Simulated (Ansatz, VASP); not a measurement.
## One calculation of GaSb3, two programs

```
Sb Ga
1.0
     0.00000    3.65444    3.65444
     3.65444    0.00000    3.65444
     3.65444    3.65444    0.00000
Sb Ga
3 1
Direct
  0.50000 0.50000 0.50000
  0.75000 0.75000 0.75000
  0.25000 0.25000 0.25000
  0.00000 0.00000 0.00000
```

Change from the starting cell: volume scaled by 0.94.

Alike in both runs: task single point; functional LDA; k mesh 6 × 6 × 6; occupations fermi-dirac, width 0.05 eV; no spin polarisation.

|  | VASP | Ansatz |
| --- | --- | --- |
| version | VASP 6.6.1 | Ansatz 0.2.0 |
| potentials or method | VASP PAW LDA potentials, release 64 (Sb, Ga_d), cutoff 520 eV | all-electron LAPW, scalar-relativistic |

Ansatz gave:

```
gap on the k mesh at the Fermi level (eV) : none
pressure (GPa)                            : -1.6
```

Problem. Estimate VASP's values.

Solution. gap on the k mesh at the Fermi level (eV): none; pressure (GPa): -1.5.

LDA's correlation is that of Perdew and Zunger in VASP and of Perdew and Wang (1992) in Ansatz. A gap of «none» marks a metal or a gap that the smearing closes. Ansatz ran all-electron here, and VASP with PAW potentials.

Neither program's run includes spin-orbit coupling.
